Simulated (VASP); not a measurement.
TeAu: relaxation of cell and atoms with PBE

The system is TeAu.

```xyz
4
Lattice="0.0000 3.5997 3.5997 3.5997 0.0000 3.5997 3.5997 3.5997 0.0000" Properties=species:S:1:pos:R:3 pbc="T T T"
Te    1.7999    1.7999    1.7999
Te    0.0000    0.0000    0.0000
Au    5.3996    5.3996    5.3996
Au    3.5997    3.5997    3.5997
```

- Program: VASP 6.6.1
- Task: relaxation of cell and atoms
- Functional: PBE
- Potentials or basis: VASP PAW PBE potentials, release 64 (Te, Au)
- Cutoff: 600 eV
- k mesh: 12 × 12 × 12
- Occupations: gaussian, width 0.1 eV
- Spin: no spin polarisation
- Dipole correction: no
- Further INCAR settings: ALGO = Normal; EDIFF = 1e-06; IBRION = 2; EDIFFG = -0.01; NSW = 100; ISIF = 3

The relaxed volume is 23.38 Å³/atom and the relaxed cell is a = 5.095 Å, b = 5.095 Å, c = 5.095 Å, α = 60.00°, β = 60.00°, γ = 60.00°. The space group after relaxing (to 0.05 Å) is Fd-3m (No. 227). The energy gained by relaxing is 0.0 meV/atom, the ionic steps are 2 and the pressure after relaxing is -0.1 GPa. The band gap on the k mesh is zero (band 17 reaches 9.87 eV, above the bottom of band 18 at 7.71 eV).

Final structure:
```cif
data_structure
_symmetry_space_group_name_H-M 'P 1'
_symmetry_Int_Tables_number 1
_cell_length_a 5.0948
_cell_length_b 5.0948
_cell_length_c 5.0948
_cell_angle_alpha 60.000
_cell_angle_beta 60.000
_cell_angle_gamma 60.000
_cell_volume 93.51
loop_
_atom_site_label
_atom_site_type_symbol
_atom_site_fract_x
_atom_site_fract_y
_atom_site_fract_z
_atom_site_occupancy
Te1 Te 0.25000 0.25000 0.25000 1
Te2 Te 0.00000 0.00000 0.00000 1
Au1 Au 0.75000 0.75000 0.75000 1
Au2 Au 0.50000 0.50000 0.50000 1
```

Levels at points of the mesh, in eV from the Fermi level:
| k point | band 13 | band 14 | band 15 | band 16 | band 17 | band 18 | band 19 | band 20 | band 21 |
| --- | --- | --- | --- | --- | --- | --- | --- | --- | --- |
| (0.00, 0.00, 0.00) | -2.84 | -2.26 | -2.26 | -2.26 | -0.01 | -0.01 | -0.01 | 3.31 | 3.60 |
| (0.50, 0.00, 0.00) | -2.96 | -1.76 | -1.76 | -0.69 | -0.69 | 0.03 | 0.74 | 1.35 | 4.52 |
| (0.50, 0.50, 0.00) | -3.16 | -3.16 | -2.38 | -2.38 | 1.70 | 1.70 | 1.91 | 1.91 | 4.84 |

Run time: 2.6 min on 1 thread of Intel(R) Xeon(R) Platinum 8559C (Emerald Rapids), with other jobs on the host, peak memory 0.36 GiB.

Caveat: spin-orbit coupling is left out, which moves the levels of the heavy elements.
